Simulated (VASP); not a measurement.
Runs of VASP 6.6.1 on Ru. The structure is that of space group Fm-3m (No. 225), or close to it. The cells are those of the table. 

| task | cell | k mesh | cutoff (eV) | gap on the mesh (eV) | pressure (GPa) |
| --- | --- | --- | --- | --- | --- |
| relaxation of cell and atoms | relaxed from a = 2.693 Å, angles 60.0°, 1 atom | 8 × 8 × 8 | 600 | none | -0.6 |
| single point | a = 2.662 Å, angles 60.0°, 1 atom | 8 × 8 × 8 | 520 | none | 0.0 |
| single point | a = 2.693 Å, angles 60.0°, 1 atom | 8 × 8 × 8 | 520 | none | -11.0 |
| single point | a = 2.665 Å, angles 60.0°, 1 atom | 20 × 20 × 20 | 520 | none | (a) |

Alike in all rows: level PBEsol; potentials or basis VASP PAW PBE potentials, release 64 (Ru_pv); no spin polarisation; smearing gaussian 0.1 eV.

**Question.** Estimate the missing entries.

**Answer.** (a) -0.1.

Caveats: some runs use coarse meshes; the PAW data sets were made with another functional, which shifts forces and pressure a little.

A k mesh can miss the band edges, and the runs leave out spin-orbit coupling on Ru.

A gap of «none» marks levels without a gap at the run's occupations.
